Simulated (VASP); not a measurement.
# PbO (P4/nmm) in VASP: a series of runs, part 2 of 3

VASP 6.6.1. The steps go on from the part before.

**3. Electric field gradients, LDA (volume scaled by 0.99)**

INCAR

```
PREC     = Accurate       # precision mode
ENCUT    = 520            # plane-wave cutoff, eV
EDIFF    = 1E-8           # SCF threshold, eV
ISMEAR   = -1             # smearing method
SIGMA    = 0.03           # smearing width, eV
LREAL    = F              # projectors in reciprocal space
LASPH    = T              # aspherical terms in the spheres
NELM     = 60             # most SCF steps
ALGO     = Normal         # electronic algorithm
ISIF     = 2              # what is computed and relaxed
LWAVE    = F              # write WAVECAR
LCHARG   = F              # write CHGCAR
GGA      = CA             # functional
LEFG     = T            
NBANDS   = 28             # bands
```

KPOINTS

```
regular mesh
0
Gamma
  7 7 6
```

POSCAR

```
PbO
1.0
    3.9611075930      0.0000000000      0.0000000000
    0.0000000000      3.9611075930      0.0000000000
    0.0000000000      0.0000000000      5.0052038879
Pb O
2 2
Direct
    0.0000000000      0.5000000000      0.2351000000
    0.5000000000      0.0000000000      0.7649000000
    0.0000000000      0.0000000000      0.0000000000
    0.5000000000      0.5000000000      0.0000000000
```

Potentials or basis: VASP PAW LDA potentials, release 64 (Pb_d, O).

Command:

```
$ cat potpaw_LDA.64/Pb_d/POTCAR potpaw_LDA.64/O/POTCAR > POTCAR
$ mpirun -np 1 vasp_std > vasp.out
```

OUTCAR:

```text
PREC = Accurate
   ENCUT = 520
   EDIFF = 1E-8
   ISMEAR = -1
   LREAL = F
   LASPH = T
   NELM = 60
   ISIF = 2
   GGA = CA

 ion  position               nearest neighbor table
   1  0.000  0.500  0.235-   3 2.30   4 2.30   3 2.30   4 2.30   2 3.66   2 3.66   2 3.66   2 3.66
                             2 3.86   2 3.86   2 3.86   2 3.86
   2  0.500  0.000  0.765-   3 2.30   4 2.30   4 2.30   3 2.30   1 3.66   1 3.66   1 3.66   1 3.66
                             1 3.86   1 3.86   1 3.86   1 3.86
   3  0.000  0.000  0.000-   1 2.30   2 2.30   1 2.30   2 2.30
   4  0.500  0.500  0.000-   1 2.30   2 2.30   2 2.30   1 2.30

  LATTYP: Found a simple tetragonal cell.
 ALAT       =     3.9611075930
 C/A-ratio  =     1.2635869565

  Lattice vectors:

 A1 = (   3.9611075930,   0.0000000000,   0.0000000000)
 A2 = (   0.0000000000,   3.9611075930,   0.0000000000)
 A3 = (   0.0000000000,   0.0000000000,   5.0052038879)

Analysis of symmetry for initial positions (statically):
=====================================================================
 Subroutine PRICEL returns:
 Original cell was already a primitive cell.

 Routine SETGRP: Setting up the symmetry group for a
 simple tetragonal supercell.

 Subroutine GETGRP returns: Found 16 space group operations
 (whereof  8 operations were pure point group operations)
 out of a pool of 16 trial point group operations.

The static configuration has the point symmetry D_2d.
 The point group associated with its full space group is D_4h.

Analysis of symmetry for dynamics (positions and initial velocities):
=====================================================================
 Subroutine PRICEL returns:
 Original cell was already a primitive cell.

 Routine SETGRP: Setting up the symmetry group for a
 simple tetragonal supercell.

 Subroutine GETGRP returns: Found 16 space group operations
 (whereof  8 operations were pure point group operations)
 out of a pool of 16 trial point group operations.

The dynamic configuration has the point symmetry D_2d.
 The point group associated with its full space group is D_4h.

 Subroutine INISYM returns: Found 16 space group operations
 (whereof  8 operations are pure point group operations),
 and found     1 'primitive' translations

----------------------------------------------------------------------------------------

                                     Primitive cell

  volume of cell :      78.5335

  direct lattice vectors                    reciprocal lattice vectors
     3.961107593  0.000000000  0.000000000     0.252454642  0.000000000  0.000000000
     0.000000000  3.961107593  0.000000000     0.000000000  0.252454642  0.000000000
     0.000000000  0.000000000  5.005203888     0.000000000  0.000000000  0.199792061

  length of vectors
     3.961107593  3.961107593  5.005203888     0.252454642  0.252454642  0.199792061

  position of ions in fractional coordinates (direct lattice)
     0.000000000  0.500000000  0.235100000
     0.500000000  0.000000000  0.764900000
     0.000000000  0.000000000  0.000000000
     0.500000000  0.500000000  0.000000000

[... 87 lines left out ...]
   TEBEG  =    0.0;   TEEND  =   0.0 temperature during run
   PSTRESS=    0.0 pullay stress
   NELECT =      40.0000    total number of electrons
   NUPDOWN=      -1.0000    fix difference up-down
   EMIN   =  10.00;   EMAX   =-10.00  energy-range for DOS
   EFERMI =   0.00;   METHOD = LEGACY
   ISMEAR =    -1;   SIGMA  =   0.03  broadening in eV -4-tet -1-fermi 0-gaus
   EFERMI_NEDOS =   21; number of points for ismear=-14 and -15
   IALGO  =     38    algorithm
   IMIX   =      4    mixing-type and parameters
     AMIX     =   0.40;   BMIX     =  1.00
     AMIX_MAG =   1.60;   BMIX_MAG =  1.00
  volume/ion in A,a.u.               =      19.63       132.49
  Fermi-wavevector in a.u.,A,eV,Ry     =   1.307404  2.470635 23.256510  1.709305
  Thomas-Fermi vector in A             =   2.438141
   LORBIT       =      0    0 simple, 1 ext, 2 COOP (PROOUT), +10 PAW based schemes
   GGA     = CA    functional components
   LHFCALC =     F    Hartree Fock is set to
   AEXX    =    0.0000 exact exchange contribution
   IVDW    =     0    specifies the selected vdW correction
   LEPSILON=     F    determine dielectric tensor
   LRPA    =     F    only Hartree local field effects (RPA)
 non-spin polarized calculation
  energy-cutoff  :      520.00
  volume of cell :       78.53
 maximum number of plane-waves:      2158
 NGX is ok and might be reduce to    30
   NGX = 15   NGY = 15   NGZ = 19

 number of electron      39.9999993 magnetization

 Free energy of the ion-electron system (eV)
  ---------------------------------------------------
  ext. energy  EPLUGINS =         0.00000000
  ---------------------------------------------------
  free energy    TOTEN  =       -24.39880309 eV

  energy without entropy =      -24.39880309  energy(sigma->0) =      -24.39880309

 E-fermi :   5.6209     XC(G=0): -10.3492

 val. band max:        4.9771836121   @ k =   0.1429   0.0000   0.0000
 cond. band min:       6.4066578653   @ k =   0.4286   0.4286   0.0000
 fundamental gap:      1.4294742532
 Fermi energy:         5.6208844091

 k-point     1 :       0.0000    0.0000    0.0000
  band No.  band energies     occupation
      1     -13.3465      2.00000
      2     -12.7969      2.00000
      3     -11.0087      2.00000
      4     -11.0087      2.00000
      5     -10.9343      2.00000
      6     -10.9237      2.00000
[... 733 lines left out ...]
     27      14.2327      0.00000
     28      14.9892      0.00000

 [... further k-points ...]
[... 5 lines left out ...]
  --------------------------------------------------------------------------------------
  -------------------------------------------------------------------------------------
  Total       -0.4256543     -0.4256543     -0.2681056      0.0000000     -0.0000000      0.0000000
  in kB       -8.6838538     -8.6838538     -5.4696731      0.0000000     -0.0000000      0.0000000
  external PRESSURE =      -7.6124603 kB  Pullay stress =       0.0000000 kB

 VOLUME and BASIS-vectors are now :
 -----------------------------------------------------------------------------
  energy-cutoff  :      520.00
  volume of cell :       78.53
      direct lattice vectors                 reciprocal lattice vectors
     3.961107593  0.000000000  0.000000000     0.252454642  0.000000000  0.000000000
     0.000000000  3.961107593  0.000000000     0.000000000  0.252454642  0.000000000
     0.000000000  0.000000000  5.005203888     0.000000000  0.000000000  0.199792061

 POSITION                                       TOTAL-FORCE (eV/Angst)
 -----------------------------------------------------------------------------------
      0.00000      1.98055      1.17672         0.000000      0.000000      0.044447
      1.98055      0.00000      3.82848        -0.000000      0.000000     -0.044447
      0.00000      0.00000      0.00000         0.000000     -0.000000      0.000000
      1.98055      1.98055      0.00000         0.000000      0.000000      0.000000
 -----------------------------------------------------------------------------------
    total drift:                                0.000000      0.000000     -0.000000

  FREE ENERGIE OF THE ION-ELECTRON SYSTEM (eV)
  ---------------------------------------------------
  free  energy   TOTEN  =       -24.3988030926 eV

  energy  without entropy=      -24.3988030926  energy(sigma->0) =      -24.39880309

 Electric field gradients (V/A^2)
---------------------------------------------------------------------
 ion       V_xx      V_yy      V_zz      V_xy      V_xz      V_yz
---------------------------------------------------------------------
   1     114.430   114.430  -228.860    -0.000     0.000    -0.000
   2     114.430   114.430  -228.860     0.000     0.000     0.000
   3       1.478     1.478    -2.956     0.000    -0.000     0.000
   4       1.478     1.478    -2.956     0.000     0.000    -0.000
---------------------------------------------------------------------

 Electric field gradients after diagonalization (V/A^2)
 (convention: |V_zz| > |V_xx| > |V_yy|)
----------------------------------------------------------------------
 ion       V_xx      V_yy      V_zz     asymmetry (V_yy - V_xx)/ V_zz
----------------------------------------------------------------------
   1     114.430   114.430  -228.860       0.000
   2     114.430   114.430  -228.860       0.000
   3       1.478     1.478    -2.956       0.000
   4       1.478     1.478    -2.956       0.000
----------------------------------------------------------------------

           NMR quadrupolar parameters

 Cq : quadrupolar parameter    Cq=e*Q*V_zz/h
 eta: asymmetry parameters     (V_yy - V_xx)/ V_zz
 Q  : nuclear electric quadrupole moment in mb (millibarn)
----------------------------------------------------------------------
 ion       Cq(MHz)       eta       Q (mb)
----------------------------------------------------------------------
   1      -0.553       0.000       1.000
   2      -0.553       0.000       1.000
   3      -0.007       0.000       1.000
   4      -0.007       0.000       1.000
----------------------------------------------------------------------
```

It took 2.3 min on 1 thread of AMD EPYC 7R43 (Zen 3), shared host; peak memory 0.16 GiB.

What came out:

- Free energy: -24.3988 eV
- Pressure: -0.8 GPa
- Largest force: 0.044 eV/Å
- Band gap on the k mesh: 1.43 eV, indirect (least direct gap 2.23 eV)

Forces in eV/Å, atoms in the order of the input:
```
Pb   0.000  0.000  0.044
Pb   0.000  0.000 -0.044
O    0.000  0.000  0.000
O    0.000  0.000  0.000
```

Stress tensor (GPa, compression positive):
```
-0.87  0.00  0.00
 0.00 -0.87  0.00
 0.00  0.00 -0.55
```

Electric field gradients, principal values (V/Å²):
```csv
atom,least,middle,greatest (by size)
1 Pb,114.430,114.430,-228.860
2 Pb,114.430,114.430,-228.860
3 O,1.478,1.478,-2.956
4 O,1.478,1.478,-2.956
```

Caveat: without QUAD_EFG the Cq values of the log hold for a quadrupole moment of 1 mb, not for the nuclei; spin-orbit coupling is left out, which moves the levels of the heavy elements.

**4. Electric field gradients, LDA (volume scaled by 0.99)**

INCAR

```
  ALGO = Normal
  EDIFF = 1E-8
  ENCUT = 520
  ISIF = 2
  ISMEAR = -1
  LASPH = T
  LCHARG = F
  LEFG = T
  LREAL = F
  LWAVE = F
  NBANDS = 28
  NELM = 60
  PREC = Accurate
  SIGMA = 0.03
```

KPOINTS

```
k-points
0
Gamma
  7 7 6
```

POSCAR is that of step 3.

Potentials or basis: VASP PAW LDA potentials, release 64 (Pb_d, O).

Command:

```
$ cat potpaw_LDA.64/Pb_d/POTCAR potpaw_LDA.64/O/POTCAR > POTCAR
$ mpirun -np 1 vasp_std > vasp.out
```

OUTCAR:

```text
EDIFF = 1E-8
   ENCUT = 520
   ISIF = 2
   ISMEAR = -1
   LASPH = T
   LREAL = F
   NELM = 60
   PREC = Accurate

 ion  position               nearest neighbor table
   1  0.000  0.500  0.235-   3 2.30   4 2.30   3 2.30   4 2.30   2 3.66   2 3.66   2 3.66   2 3.66
                             2 3.86   2 3.86   2 3.86   2 3.86
   2  0.500  0.000  0.765-   3 2.30   4 2.30   4 2.30   3 2.30   1 3.66   1 3.66   1 3.66   1 3.66
                             1 3.86   1 3.86   1 3.86   1 3.86
   3  0.000  0.000  0.000-   1 2.30   2 2.30   1 2.30   2 2.30
   4  0.500  0.500  0.000-   1 2.30   2 2.30   2 2.30   1 2.30

  LATTYP: Found a simple tetragonal cell.
 ALAT       =     3.9611075930
 C/A-ratio  =     1.2635869565

  Lattice vectors:

 A1 = (   3.9611075930,   0.0000000000,   0.0000000000)
 A2 = (   0.0000000000,   3.9611075930,   0.0000000000)
 A3 = (   0.0000000000,   0.0000000000,   5.0052038879)

Analysis of symmetry for initial positions (statically):
=====================================================================
 Subroutine PRICEL returns:
 Original cell was already a primitive cell.

 Routine SETGRP: Setting up the symmetry group for a
 simple tetragonal supercell.

 Subroutine GETGRP returns: Found 16 space group operations
 (whereof  8 operations were pure point group operations)
 out of a pool of 16 trial point group operations.

The static configuration has the point symmetry D_2d.
 The point group associated with its full space group is D_4h.

Analysis of symmetry for dynamics (positions and initial velocities):
=====================================================================
 Subroutine PRICEL returns:
 Original cell was already a primitive cell.

 Routine SETGRP: Setting up the symmetry group for a
 simple tetragonal supercell.

 Subroutine GETGRP returns: Found 16 space group operations
 (whereof  8 operations were pure point group operations)
 out of a pool of 16 trial point group operations.

The dynamic configuration has the point symmetry D_2d.
 The point group associated with its full space group is D_4h.

 Subroutine INISYM returns: Found 16 space group operations
 (whereof  8 operations are pure point group operations),
 and found     1 'primitive' translations

----------------------------------------------------------------------------------------

                                     Primitive cell

  volume of cell :      78.5335

  direct lattice vectors                    reciprocal lattice vectors
     3.961107593  0.000000000  0.000000000     0.252454642  0.000000000  0.000000000
     0.000000000  3.961107593  0.000000000     0.000000000  0.252454642  0.000000000
     0.000000000  0.000000000  5.005203888     0.000000000  0.000000000  0.199792061

  length of vectors
     3.961107593  3.961107593  5.005203888     0.252454642  0.252454642  0.199792061

  position of ions in fractional coordinates (direct lattice)
     0.000000000  0.500000000  0.235100000
     0.500000000  0.000000000  0.764900000
     0.000000000  0.000000000  0.000000000
     0.500000000  0.500000000  0.000000000

  ion indices of the primitive-cell ions
   primitive index   ion index
                 1           1
                 2           2
                 3           3
                 4           4

[... 87 lines left out ...]
   EFERMI_NEDOS =   21; number of points for ismear=-14 and -15
   IALGO  =     38    algorithm
   IMIX   =      4    mixing-type and parameters
     AMIX     =   0.40;   BMIX     =  1.00
     AMIX_MAG =   1.60;   BMIX_MAG =  1.00
  volume/ion in A,a.u.               =      19.63       132.49
  Fermi-wavevector in a.u.,A,eV,Ry     =   1.307404  2.470635 23.256510  1.709305
  Thomas-Fermi vector in A             =   2.438141
   LORBIT       =      0    0 simple, 1 ext, 2 COOP (PROOUT), +10 PAW based schemes
   GGA     = CA    functional components
   LHFCALC =     F    Hartree Fock is set to
   AEXX    =    0.0000 exact exchange contribution
   IVDW    =     0    specifies the selected vdW correction
   LEPSILON=     F    determine dielectric tensor
   LRPA    =     F    only Hartree local field effects (RPA)
 non-spin polarized calculation
  energy-cutoff  :      520.00
  volume of cell :       78.53
 maximum number of plane-waves:      2158
 NGX is ok and might be reduce to    30
   NGX = 15   NGY = 15   NGZ = 19

 number of electron      39.9999993 magnetization

 Free energy of the ion-electron system (eV)
  ---------------------------------------------------
  ext. energy  EPLUGINS =         0.00000000
  ---------------------------------------------------
  free energy    TOTEN  =       -24.39880309 eV

  energy without entropy =      -24.39880309  energy(sigma->0) =      -24.39880309

 E-fermi :   5.6209     XC(G=0): -10.3492

 val. band max:        4.9771836121   @ k =   0.1429   0.0000   0.0000
 cond. band min:       6.4066578653   @ k =   0.4286   0.4286   0.0000
 fundamental gap:      1.4294742532
 Fermi energy:         5.6208844091

 k-point     1 :       0.0000    0.0000    0.0000
  band No.  band energies     occupation
      1     -13.3465      2.00000
      2     -12.7969      2.00000
      3     -11.0087      2.00000
      4     -11.0087      2.00000
      5     -10.9343      2.00000
      6     -10.9237      2.00000
[... 733 lines left out ...]
     27      14.2327      0.00000
     28      14.9892      0.00000

 [... further k-points ...]
[... 5 lines left out ...]
  --------------------------------------------------------------------------------------
  -------------------------------------------------------------------------------------
  Total       -0.4256543     -0.4256543     -0.2681056      0.0000000     -0.0000000      0.0000000
  in kB       -8.6838538     -8.6838538     -5.4696731      0.0000000     -0.0000000      0.0000000
  external PRESSURE =      -7.6124603 kB  Pullay stress =       0.0000000 kB

 VOLUME and BASIS-vectors are now :
 -----------------------------------------------------------------------------
  energy-cutoff  :      520.00
  volume of cell :       78.53
      direct lattice vectors                 reciprocal lattice vectors
     3.961107593  0.000000000  0.000000000     0.252454642  0.000000000  0.000000000
     0.000000000  3.961107593  0.000000000     0.000000000  0.252454642  0.000000000
     0.000000000  0.000000000  5.005203888     0.000000000  0.000000000  0.199792061

 POSITION                                       TOTAL-FORCE (eV/Angst)
 -----------------------------------------------------------------------------------
      0.00000      1.98055      1.17672         0.000000      0.000000      0.044447
      1.98055      0.00000      3.82848        -0.000000      0.000000     -0.044447
      0.00000      0.00000      0.00000         0.000000     -0.000000      0.000000
      1.98055      1.98055      0.00000         0.000000      0.000000      0.000000
 -----------------------------------------------------------------------------------
    total drift:                                0.000000      0.000000     -0.000000

  FREE ENERGIE OF THE ION-ELECTRON SYSTEM (eV)
  ---------------------------------------------------
  free  energy   TOTEN  =       -24.3988030926 eV

  energy  without entropy=      -24.3988030926  energy(sigma->0) =      -24.39880309

 Electric field gradients (V/A^2)
---------------------------------------------------------------------
 ion       V_xx      V_yy      V_zz      V_xy      V_xz      V_yz
---------------------------------------------------------------------
   1     114.430   114.430  -228.860    -0.000     0.000    -0.000
   2     114.430   114.430  -228.860     0.000     0.000     0.000
   3       1.478     1.478    -2.956     0.000    -0.000     0.000
   4       1.478     1.478    -2.956     0.000     0.000    -0.000
---------------------------------------------------------------------

 Electric field gradients after diagonalization (V/A^2)
 (convention: |V_zz| > |V_xx| > |V_yy|)
----------------------------------------------------------------------
 ion       V_xx      V_yy      V_zz     asymmetry (V_yy - V_xx)/ V_zz
----------------------------------------------------------------------
   1     114.430   114.430  -228.860       0.000
   2     114.430   114.430  -228.860       0.000
   3       1.478     1.478    -2.956       0.000
   4       1.478     1.478    -2.956       0.000
----------------------------------------------------------------------

           NMR quadrupolar parameters

 Cq : quadrupolar parameter    Cq=e*Q*V_zz/h
 eta: asymmetry parameters     (V_yy - V_xx)/ V_zz
 Q  : nuclear electric quadrupole moment in mb (millibarn)
----------------------------------------------------------------------
 ion       Cq(MHz)       eta       Q (mb)
----------------------------------------------------------------------
   1      -0.553       0.000       1.000
   2      -0.553       0.000       1.000
   3      -0.007       0.000       1.000
   4      -0.007       0.000       1.000
----------------------------------------------------------------------
```

Wall time 2.3 min (1 thread of AMD EPYC 7R43 (Zen 3), shared host); peak memory 0.17 GiB.

Results:

* Free energy: -24.3988 eV
* Pressure: -0.8 GPa
* Largest force: 0.044 eV/Å
* Band gap on the k mesh: 1.43 eV, indirect (least direct gap 2.23 eV)

Forces on the atoms (eV/Å):
```
Pb   0.000  0.000  0.044
Pb   0.000  0.000 -0.044
O    0.000  0.000  0.000
O    0.000  0.000  0.000
```

Stress tensor (GPa, compression positive):
```
-0.87  0.00  0.00
 0.00 -0.87  0.00
 0.00  0.00 -0.55
```

Electric field gradients, principal values (V/Å²):
| atom | least | middle | greatest (by size) |
| --- | --- | --- | --- |
| 1 Pb | 114.430 | 114.430 | -228.860 |
| 2 Pb | 114.430 | 114.430 | -228.860 |
| 3 O | 1.478 | 1.478 | -2.956 |
| 4 O | 1.478 | 1.478 | -2.956 |

Caveat: without QUAD_EFG the Cq values of the log hold for a quadrupole moment of 1 mb, not for the nuclei; spin-orbit coupling is left out, which moves the levels of the heavy elements. A k mesh can miss the band edges.

(Part 2 of 3 ends here.)
